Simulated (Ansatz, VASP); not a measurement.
Ba2CaBe2: VASP beside Ansatz

```xyz
10
Lattice="4.6280 0.0000 0.0000 0.0000 4.6280 0.0000 0.0000 0.0000 11.4204" Properties=species:S:1:pos:R:3 pbc="T T T"
Ba    1.1570    1.1570    4.2027
Ba    3.4710    3.4710    7.2177
Ba    3.4710    1.1570    0.0000
Ba    1.1570    3.4710    0.0000
Ca    1.1570    1.1570    8.5538
Ca    3.4710    3.4710    2.8665
Be    1.1570    1.1570    1.2334
Be    3.4710    3.4710   10.1870
Be    3.4710    1.1570    5.7102
Be    1.1570    3.4710    5.7102
```

Alike in both runs: task single point; functional PBE; k mesh 4 × 4 × 2; occupations gaussian, width 0.013 eV; no spin polarisation.

```csv
,VASP,Ansatz
version,VASP 6.6.1,Ansatz 0.2.0
potentials or method,"VASP PAW PBE potentials, release 64 (Ba_sv, Ca_sv, Be), cutoff 520 eV",PAW plane waves
valence electrons in the cell,68,68
```

VASP gave:

- gap on the k mesh at the Fermi level (eV): none
- pressure (GPa): 14.2
- rms of the force components (eV/Å): 0.791

Q: Estimate Ansatz's values.

A: gap on the k mesh at the Fermi level (eV): none; pressure (GPa): 13.4; rms of the force components (eV/Å): 0.777.

A gap of «none» marks a metal or a gap that the smearing closes.

Spin-orbit coupling is off throughout.
